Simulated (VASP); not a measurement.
# SrTiTe2 (R-3m) in VASP: notebook

The runs below take SrTiTe2 through single point, relaxation of cell and atoms, with PBE.

Everything below comes from runs of VASP 6.6.1. Logs are shortened: lines on timing, memory, paths and dates and some standing lists are left out, and cuts for length are marked.

## (1) The cell of the first run

Symmetry: R-3m, No. 166, trigonal system. Conventional cell: a = 4.253 Å, b = 4.253 Å, c = 21.954 Å, α = 90.00°, β = 90.00°, γ = 120.00°. Sr (site symmetry -3m) has 6 Te at 3.26 Å and 6 Sr at 4.25 Å and 6 Ti at 4.41 Å within 4.5 Å. Within 3.8 Å of Ti (site symmetry -3m) lie 6 Te at 2.89 Å. Te (site symmetry 3m) has 3 Ti at 2.89 Å and 3 Sr at 3.26 Å and 3 Te at 3.90 Å within 4.0 Å.

## (2) Single point, PBE

Input file INCAR:

```
SYSTEM = SrTiTe2
PREC = Accurate
ENCUT = 520
EDIFF = 1E-7
ISMEAR = 0
SIGMA = 0.1
LREAL = .FALSE.
LASPH = .TRUE.
NELM = 60
ALGO = Normal
ISIF = 2
LWAVE = .FALSE.
LCHARG = .FALSE.
GGA = PE
NBANDS = 25
```

Input file KPOINTS:

```
Automatic mesh
0
G
  6 6 6
  0 0 0
```

Input file POSCAR:

```
SrTiTe2
1.0
    2.1265273342      1.2277511288      7.3178915486
   -2.1265273342      1.2277511288      7.3178915486
    0.0000000000     -2.4555022576      7.3178915486
Sr Ti Te
1 1 2
Direct
    0.0000000000      0.0000000000      0.0000000000
    0.5000000000      0.5000000000      0.5000000000
    0.2357270104      0.2357270104      0.2357270104
    0.7642729896      0.7642729896      0.7642729896
```

Potentials or basis: VASP PAW PBE potentials, release 64 (Sr_sv, Ti_sv, Te).

The run is started by

```bash
$ cat potpaw_PBE.64/Sr_sv/POTCAR potpaw_PBE.64/Ti_sv/POTCAR potpaw_PBE.64/Te/POTCAR > POTCAR
$ mpirun -np 1 vasp_std > vasp.out
```

OUTCAR:

```text
SYSTEM = SrTiTe2
   PREC = Accurate
   ENCUT = 520
   EDIFF = 1E-7
   ISMEAR = 0
   LREAL = .FALSE.
   LASPH = .TRUE.
   NELM = 60
   ISIF = 2
   GGA = PE

 ion  position               nearest neighbor table
   1  0.000  0.000  0.000-   4 3.26   3 3.26   4 3.26   4 3.26   3 3.26   3 3.26
   2  0.500  0.500  0.500-   3 2.89   4 2.89   3 2.89   3 2.89   4 2.89   4 2.89
   3  0.236  0.236  0.236-   2 2.89   2 2.89   2 2.89   1 3.26   1 3.26   1 3.26
   4  0.764  0.764  0.764-   2 2.89   2 2.89   2 2.89   1 3.26   1 3.26   1 3.26

  LATTYP: Found a trigonal (rhomboedric) cell.
 ALAT       =     7.7188747920
 COS(alpha) =     0.8482027367

  Lattice vectors:

 A1 = (   2.1265273342,   1.2277511288,   7.3178915486)
 A2 = (  -2.1265273342,   1.2277511288,   7.3178915486)
 A3 = (   0.0000000000,  -2.4555022576,   7.3178915486)

Analysis of symmetry for initial positions (statically):
=====================================================================
 Subroutine PRICEL returns:
 Original cell was already a primitive cell.

 Routine SETGRP: Setting up the symmetry group for a
 trigonal (rhombohedral) supercell.

 Subroutine GETGRP returns: Found 12 space group operations
 (whereof 12 operations were pure point group operations)
 out of a pool of 12 trial point group operations.

The static configuration has the point symmetry D_3d.

Analysis of symmetry for dynamics (positions and initial velocities):
=====================================================================
 Subroutine PRICEL returns:
 Original cell was already a primitive cell.

 Routine SETGRP: Setting up the symmetry group for a
 trigonal (rhombohedral) supercell.

 Subroutine GETGRP returns: Found 12 space group operations
 (whereof 12 operations were pure point group operations)
 out of a pool of 12 trial point group operations.

The dynamic configuration has the point symmetry D_3d.

 Subroutine INISYM returns: Found 12 space group operations
 (whereof 12 operations are pure point group operations),
 and found     1 'primitive' translations

----------------------------------------------------------------------------------------

                                     Primitive cell

  volume of cell :     114.6353

  direct lattice vectors                    reciprocal lattice vectors
     2.126527334  1.227751129  7.317891549     0.235125123  0.135749553  0.045550461
    -2.126527334  1.227751129  7.317891549    -0.235125123  0.135749553  0.045550461
     0.000000000 -2.455502258  7.317891549     0.000000000 -0.271499106  0.045550461

  length of vectors
     7.718874792  7.718874792  7.718874792     0.275293677  0.275293677  0.275293677

  position of ions in fractional coordinates (direct lattice)
     0.000000000  0.000000000  0.000000000
     0.500000000  0.500000000  0.500000000
     0.235727010  0.235727010  0.235727010
     0.764272990  0.764272990  0.764272990

  ion indices of the primitive-cell ions
   primitive index   ion index
                 1           1
                 2           2
                 3           3
                 4           4

----------------------------------------------------------------------------------------

 KPOINTS: Automatic mesh

Automatic generation of k-mesh.
 Grid dimensions read from file:
 generate k-points for:    6    6    6

 Generating k-lattice:

  Cartesian coordinates                     Fractional coordinates (reciprocal lattice)
     0.039187520  0.022624925  0.007591743     0.166666667  0.000000000  0.000000000
    -0.039187520  0.022624925  0.007591743     0.000000000  0.166666667  0.000000000
     0.000000000 -0.045249851  0.007591743     0.000000000  0.000000000  0.166666667

  Length of vectors
     0.045882280  0.045882280  0.045882280

  Shift w.r.t. Gamma in fractional coordinates (k-lattice)
     0.000000000  0.000000000  0.000000000

 Subroutine IBZKPT returns following result:
 ===========================================

 Found     32 irreducible k-points:

 Following reciprocal coordinates:
            Coordinates               Weight
  0.000000  0.000000  0.000000      1.000000
  0.166667 -0.000000  0.000000      6.000000
  0.333333 -0.000000  0.000000      6.000000
  0.500000 -0.000000  0.000000      3.000000
  0.166667  0.166667  0.000000      6.000000
  0.333333  0.166667  0.000000     12.000000
[... 16 lines left out ...]
  0.500000  0.500000  0.166667      6.000000
 -0.333333  0.500000  0.166667     12.000000
 [... further k-points ...]
   k-points           NKPTS =     32   k-points in BZ     NKDIM =     32   number of bands    NBANDS=     25
   number of dos      NEDOS =    301   number of ions     NIONS =      4
   total plane-waves  NPLWV = 216000
   dimension x,y,z NGX =    60 NGY =   60 NGZ =   60
   dimension x,y,z NGXF=   120 NGYF=  120 NGZF=  120
   ions per type =               1   1   2
   NGX,Y,Z   is equivalent  to a cutoff of  12.92, 12.92, 12.92 a.u.
   NGXF,Y,Z  is equivalent  to a cutoff of  25.85, 25.85, 25.85 a.u.
 SYSTEM =  SrTiTe2
   PREC   = accura    normal or accurate (medium, high low for compatibility)
   ISTART =      0    job   : 0-new  1-cont  2-samecut
   ICHARG =      2    charge: 1-file 2-atom 10-const
   ISPIN  =      1    spin polarized calculation?
   LNONCOLLINEAR =      F non collinear calculations
   LSORBIT =      F    spin-orbit coupling
   LASPH  =      T    aspherical Exc in radial PAW
   ENCUT  =  520.0 eV  38.22 Ry    6.18 a.u.  14.35 14.35 14.35*2*pi/ulx,y,z
   NELM   =     60;   NELMIN=  2; NELMDL= -5     # of ELM steps
   EDIFF  = 0.1E-06   stopping-criterion for ELM
   LREAL  =      F    real-space projection
   EDIFFG = 0.1E-05   stopping-criterion for IOM
   NSW    =      0    number of steps for IOM
   IBRION =     -1    ionic relax: 0-MD 1-quasi-New 2-CG
   NFREE  =      0    steps in history (QN), initial steepest desc. (CG)
   ISIF   =      2    stress and relaxation
   ISYM   =      2    0-nonsym 1-usesym 2-fastsym
   POTIM  = 0.5000    time-step for ionic-motion
   TEBEG  =    0.0;   TEEND  =   0.0 temperature during run
   PSTRESS=    0.0 pullay stress
   NELECT =      34.0000    total number of electrons
   NUPDOWN=      -1.0000    fix difference up-down
   EMIN   =  10.00;   EMAX   =-10.00  energy-range for DOS
   EFERMI =   0.00;   METHOD = LEGACY
   ISMEAR =     0;   SIGMA  =   0.10  broadening in eV -4-tet -1-fermi 0-gaus
   EFERMI_NEDOS =   21; number of points for ismear=-14 and -15
   IALGO  =     38    algorithm
   IMIX   =      4    mixing-type and parameters
     AMIX     =   0.40;   BMIX     =  1.00
     AMIX_MAG =   1.60;   BMIX_MAG =  1.00
  volume/ion in A,a.u.               =      28.66       193.40
  Fermi-wavevector in a.u.,A,eV,Ry     =   1.091763  2.063133 16.217410  1.191946
  Thomas-Fermi vector in A             =   2.228015
   LORBIT       =      0    0 simple, 1 ext, 2 COOP (PROOUT), +10 PAW based schemes
   GGA     = PE    functional components
   LHFCALC =     F    Hartree Fock is set to
   AEXX    =    0.0000 exact exchange contribution
   IVDW    =     0    specifies the selected vdW correction
   LEPSILON=     F    determine dielectric tensor
   LRPA    =     F    only Hartree local field effects (RPA)
 non-spin polarized calculation
 Gauss-broadening in eV      SIGMA  =   0.10
  energy-cutoff  :      520.00
  volume of cell :      114.64
 maximum number of plane-waves:      3114
 NGX is ok and might be reduce to    60
   NGX = 29   NGY = 29   NGZ = 29

 number of electron      34.0000001 magnetization

 Free energy of the ion-electron system (eV)
  ---------------------------------------------------
  ext. energy  EPLUGINS =         0.00000000
  ---------------------------------------------------
  free energy    TOTEN  =       -19.58654291 eV

  energy without entropy =      -19.56769929  energy(sigma->0) =      -19.57712110

 E-fermi :   6.6175     XC(G=0):  -9.5517

 val. band max:        6.5875085809   @ k =  -0.1667   0.5000   0.1667
 cond. band min:       6.6430178772   @ k =  -0.3333   0.1667  -0.0000
 fundamental gap:      0.0555092963
 Fermi energy:         6.6175075705

 k-point     1 :       0.0000    0.0000    0.0000
  band No.  band energies     occupation
      1     -51.1670      2.00000
      2     -29.6382      2.00000
      3     -27.4940      2.00000
      4     -27.4940      2.00000
      5     -27.3304      2.00000
      6     -11.7857      2.00000
[... 17 lines left out ...]
     24       9.4305      0.00000
     25       9.4402      0.00000

 k-point     2 :       0.1667   -0.0000    0.0000
  band No.  band energies     occupation
      1     -51.1668      2.00000
      2     -29.6353      2.00000
      3     -27.4970      2.00000
      4     -27.4947      2.00000
      5     -27.3298      2.00000
      6     -11.7675      2.00000
[... 17 lines left out ...]
     24       9.7106      0.00000
     25      10.0668      0.00000

 k-point     3 :       0.3333   -0.0000    0.0000
  band No.  band energies     occupation
      1     -51.1666      2.00000
      2     -29.6295      2.00000
      3     -27.5030      2.00000
      4     -27.4960      2.00000
      5     -27.3285      2.00000
      6     -11.7810      2.00000
[... 17 lines left out ...]
     24      10.0683      0.00000
     25      10.2875      0.00000

 k-point     4 :       0.5000   -0.0000    0.0000
  band No.  band energies     occupation
      1     -51.1664      2.00000
      2     -29.6265      2.00000
      3     -27.5060      2.00000
      4     -27.4967      2.00000
      5     -27.3278      2.00000
      6     -11.8330      2.00000
[... 17 lines left out ...]
     24      10.1698      0.00000
     25      10.2836      0.00000

 k-point     5 :       0.1667    0.1667    0.0000
  band No.  band energies     occupation
      1     -51.1668      2.00000
      2     -29.6353      2.00000
      3     -27.4970      2.00000
      4     -27.4947      2.00000
      5     -27.3298      2.00000
      6     -11.7679      2.00000
[... 17 lines left out ...]
     24       9.7588      0.00000
     25      10.1086      0.00000

 k-point     6 :       0.3333    0.1667    0.0000
  band No.  band energies     occupation
      1     -51.1666      2.00000
      2     -29.6309      2.00000
      3     -27.5009      2.00000
      4     -27.4963      2.00000
      5     -27.3288      2.00000
      6     -11.7419      2.00000
[... 17 lines left out ...]
     24       9.6937      0.00000
     25      10.1058      0.00000
[... 393 lines left out ...]
 k-point    21 :      -0.3333    0.3333    0.1667
  band No.  band energies     occupation
      1     -51.1664      2.00000
      2     -29.6265      2.00000
      3     -27.5044      2.00000
      4     -27.4983      2.00000
      5     -27.3278      2.00000
      6     -11.8036      2.00000
[... 17 lines left out ...]
     24       9.9942      0.00000
     25      10.3740      0.00000

 k-point    22 :      -0.1667    0.3333    0.1667
  band No.  band energies     occupation
      1     -51.1664      2.00000
      2     -29.6265      2.00000
      3     -27.5044      2.00000
      4     -27.4983      2.00000
      5     -27.3278      2.00000
      6     -11.8038      2.00000
[... 17 lines left out ...]
     24       9.5970      0.00000
     25      10.6836      0.00000

 k-point    23 :       0.5000    0.5000    0.1667
  band No.  band energies     occupation
      1     -51.1666      2.00000
      2     -29.6295      2.00000
      3     -27.5030      2.00000
      4     -27.4960      2.00000
      5     -27.3285      2.00000
      6     -11.7810      2.00000
[... 17 lines left out ...]
     24       9.1620      0.00000
     25      10.4171      0.00000

 k-point    24 :      -0.3333    0.5000    0.1667
  band No.  band energies     occupation
      1     -51.1664      2.00000
      2     -29.6265      2.00000
      3     -27.5044      2.00000
      4     -27.4983      2.00000
      5     -27.3278      2.00000
      6     -11.8036      2.00000
[... 17 lines left out ...]
     24       9.7445      0.00000
     25      10.4555      0.00000

 [... further k-points ...]

------------------------ aborting loop because EDIFF is reached ----------------------------------------

  FORCE on cell =-STRESS in cart. coord.  units (eV):
  Direction    XX          YY          ZZ          XY          YZ          ZX
  --------------------------------------------------------------------------------------
  -------------------------------------------------------------------------------------
  Total        0.2319946      0.2319946      0.0844498      0.0000000      0.0000000      0.0000000
  in kB        3.2424256      3.2424256      1.1802955      0.0000000      0.0000000      0.0000000
  external PRESSURE =       2.5550489 kB  Pullay stress =       0.0000000 kB

 VOLUME and BASIS-vectors are now :
 -----------------------------------------------------------------------------
  energy-cutoff  :      520.00
  volume of cell :      114.64
      direct lattice vectors                 reciprocal lattice vectors
     2.126527334  1.227751129  7.317891549     0.235125123  0.135749553  0.045550461
    -2.126527334  1.227751129  7.317891549    -0.235125123  0.135749553  0.045550461
     0.000000000 -2.455502258  7.317891549     0.000000000 -0.271499106  0.045550461

 POSITION                                       TOTAL-FORCE (eV/Angst)
 -----------------------------------------------------------------------------------
      0.00000      0.00000      0.00000         0.000000      0.000000      0.000000
      0.00000      0.00000     10.97684         0.000000      0.000000      0.000000
      0.00000      0.00000      5.17507         0.000000     -0.000000      0.000641
      0.00000      0.00000     16.77860         0.000000      0.000000     -0.000641
 -----------------------------------------------------------------------------------
    total drift:                               -0.000000      0.000000      0.000000

  FREE ENERGIE OF THE ION-ELECTRON SYSTEM (eV)
  ---------------------------------------------------
  free  energy   TOTEN  =       -19.5865429067 eV

  energy  without entropy=      -19.5676992870  energy(sigma->0) =      -19.57712110
```

Run time: 6.8 min. Hardware: 1 thread of Intel Xeon Platinum 8259CL at 2.50GHz (Skylake/Cascade Lake), shared host; peak memory 0.52 GiB.

What came out:

- Free energy: -19.5865 eV
- Pressure: 0.3 GPa
- Band gap on the k mesh: zero (bands 17 and 18 overlap by 0.23 eV)

Caveat: spin-orbit coupling is left out, which moves the levels of the heavy elements.

## (3) Relaxation of cell and atoms, PBE

This run uses another cell than the first one, of 27.68 Å³/atom.

Input file INCAR:

```
  PREC = Accurate
  ENCUT = 600
  EDIFF = 1E-7
  ISMEAR = 0
  SIGMA = 0.1
  LREAL = F
  LASPH = T
  NELM = 60
  ALGO = Normal
  ISIF = 3
  LWAVE = F
  LCHARG = F
  GGA = PE
  IBRION = 2
  NSW = 90
  EDIFFG = -0.04
```

Input file KPOINTS:

```
Automatic mesh
0
Gamma
  6 6 6
```

Input file POSCAR:

```
SrTiTe2
1.0
    2.0865368462      1.2046626098      7.3423648392
   -2.0865368462      1.2046626098      7.3423648392
    0.0000000000     -2.4093252197      7.3423648392
Sr Ti Te
1 1 2
Direct
    0.0000000000      0.0000000000      0.0000000000
    0.5000000000      0.5000000000      0.5000000000
    0.2220000000      0.2220000000      0.2220000000
    0.7780000000      0.7780000000      0.7780000000
```

Potentials or basis: VASP PAW PBE potentials, release 64 (Sr_sv, Ti_sv, Te).

The run is started by

```bash
$ cat potpaw_PBE.64/Sr_sv/POTCAR potpaw_PBE.64/Ti_sv/POTCAR potpaw_PBE.64/Te/POTCAR > POTCAR
$ mpirun -np 1 vasp_std > vasp.out
```

Wall time 46 min (1 thread of Intel Xeon Platinum 8259CL at 2.50GHz (Skylake/Cascade Lake), shared host); peak memory 0.72 GiB.

Results (log left out):

```
Free energy                           : -19.5867 eV
Relaxed volume                        : 28.79 Å³/atom
Relaxed cell                          : a = 7.683 Å, b = 7.683 Å, c = 7.683 Å, α = 32.31°, β = 32.31°, γ = 32.31°
Space group after relaxing (to 0.1 Å) : R-3m (No. 166)
Energy gained by relaxing             : 233.2 meV/atom
Ionic steps                           : 9
Pressure after relaxing               : 0.0 GPa
Largest force after relaxing          : 0.017 eV/Å
Band gap on the k mesh                : zero (bands 17 and 18 overlap by 0.24 eV)
```

Forces in eV/Å, atoms in the order of the input:
```
Sr   0.000  0.000  0.000
Ti   0.000  0.000  0.000
Te   0.000  0.000 -0.017
Te   0.000  0.000  0.017
```

Stress tensor (GPa, compression positive):
```
-0.02  0.00  0.00
 0.00 -0.02  0.00
 0.00  0.00  0.16
```

Step by step:
| step | energy change (eV) | largest force (eV/Å) | pressure (GPa) | volume (Å³) |
| --- | --- | --- | --- | --- |
| 1 | 0.0000 | 2.9346 | 6.71 | 110.73 |
| 2 | -0.5706 | 0.8098 | -3.92 | 130.35 |
| 3 | -0.5997 | 1.1198 | -2.52 | 126.17 |
| 4 | -0.8095 | 0.7770 | -1.53 | 120.97 |
| 5 | -0.9272 | 0.0660 | 0.89 | 113.40 |
| 6 | -0.9284 | 0.1457 | 0.60 | 114.12 |
| 7 | -0.9283 | 0.1200 | 0.70 | 113.88 |
| 8 | -0.9323 | 0.0622 | -0.16 | 115.62 |
| 9 | -0.9328 | 0.0167 | 0.04 | 115.17 |

Final structure:
```
CELL_PARAMETERS angstrom
2.13758 1.23413 7.27593
-2.13758 1.23413 7.27593
0.00000 -2.46827 7.27593
ATOMIC_POSITIONS crystal
Sr 0.00000 0.00000 0.00000
Ti 0.50000 0.50000 0.50000
Te 0.23582 0.23582 0.23582
Te 0.76418 0.76418 0.76418
```

Levels at points of the mesh, in eV from the Fermi level:
```csv
k point,band 13,band 14,band 15,band 16,band 17,band 18,band 19,band 20,band 21
"(0.00, 0.00, 0.00)",-3.30,-1.51,-1.42,-1.42,-0.21,-0.21,-0.04,0.89,0.89
"(0.50, 0.00, 0.00)",-3.65,-3.27,-3.14,-2.93,-0.33,0.29,0.37,0.97,1.60
"(0.50, 0.50, 0.00)",-3.29,-3.14,-2.89,-2.72,-1.00,0.27,0.34,1.27,1.42
"(0.50, 0.50, 0.50)",-3.10,-3.10,-1.96,-1.96,-0.15,-0.15,0.22,1.27,1.85
```

Caveat: spin-orbit coupling is left out, which moves the levels of the heavy elements.

The gap in the log of VASP goes by the Fermi energy; the results here count the filled bands.